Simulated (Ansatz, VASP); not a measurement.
# One calculation of Pt, two programs

Contents of INCAR:

```
  PREC = Accurate
  ENCUT = 500
  EDIFF = 1E-6
  ISMEAR = 0
  SIGMA = 0.1
  LREAL = False
  LASPH = True
  NELM = 120
  ALGO = Normal
  ISIF = 2
  LWAVE = False
  LCHARG = False
  GGA = PE
  NBANDS = 11
  GGA_COMPAT = False
```

The input KPOINTS:

```
regular mesh
0
Gamma
  8 8 8
```

File POSCAR:

```
Pt
1.0
   -1.5570610896      1.5570610896      1.5570610896
    1.5570610896     -1.5570610896      1.5570610896
    1.5570610896      1.5570610896     -1.5570610896
Pt
1
Direct
    0.0000000000      0.0000000000      0.0000000000
```

Input for Ansatz:

```yaml
crystal:
  lattice:
    - [-1.5570610896, 1.5570610896, 1.5570610896]
    - [1.5570610896, -1.5570610896, 1.5570610896]
    - [1.5570610896, 1.5570610896, -1.5570610896]
  atoms:
    - { symbol: Pt, position: [0.0, 0.0, 0.0] }
basis:
  ecutwfc: 420
kpoints:
  mp_grid: { grid: [8, 8, 8] }
hamiltonian:
  xc: pbe
scf:
  occupations: { method: gaussian, width: 0.1 }
output:
  forces: true
  stress: true
  eigenvalues: true
```

Alike in both runs: task single point; functional PBE; k mesh 8 × 8 × 8; occupations gaussian, width 0.1 eV; no spin polarisation.

```csv
,VASP,Ansatz
version,VASP 6.6.1,Ansatz 0.2.0
potentials or method,"VASP PAW PBE potentials, release 64 (Pt), cutoff 500 eV","scalar-relativistic, plane waves, PAW"
valence electrons in the cell,10,18
```

VASP gave:

```
gap on the k mesh at the Fermi level (eV) : none
pressure (GPa)                            : 13.9
```

What did Ansatz give for the same quantities?

gap on the k mesh at the Fermi level (eV): none; pressure (GPa): 14.3.

A gap of «none» marks a metal or a gap that the smearing closes. VASP's potentials hold 10 valence electrons a cell and Ansatz's 18, so a difference there can come from the potentials and not from the codes.

Spin-orbit coupling is off throughout.
